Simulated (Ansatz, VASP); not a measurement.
**One calculation of Ga, two programs**

```
CELL_PARAMETERS angstrom
-1.38440 1.38440 2.31122
1.38440 -1.38440 2.31122
1.38440 1.38440 -2.31122
ATOMIC_POSITIONS crystal
Ga 0.00000 0.00000 0.00000
```

Alike in both runs: task electric field gradients; functional r2SCAN; k mesh 20 × 20 × 20; no spin polarisation.

|  | VASP | Ansatz |
| --- | --- | --- |
| version | VASP 6.6.1 | Ansatz 0.2.0 |
| potentials or method | VASP PAW PBE potentials, release 64 (Ga_d), cutoff 440 eV | all-electron PAW datasets made for the crystal |
| occupations | methfessel-paxton of order 1, width 0.1 eV | cold, width 0.1 eV |

VASP gave:

* gap on the k mesh at the Fermi level (eV): none
* pressure (GPa): 0.4
* traceless stress, the component that is largest in VASP (GPa): -0.31
* size of Vzz on the site where it differs most (V/Å²): 31.5

Which values does Ansatz return?

gap on the k mesh at the Fermi level (eV): none; pressure (GPa): 0.7; traceless stress, the component that is largest in VASP (GPa): -0.40; size of Vzz on the site where it differs most (V/Å²): 35.5.

VASP's potentials were made for PBE, not for r2SCAN. A gap of «none» marks a metal or a gap that the smearing closes. Ansatz ran all-electron here, and VASP with PAW potentials.
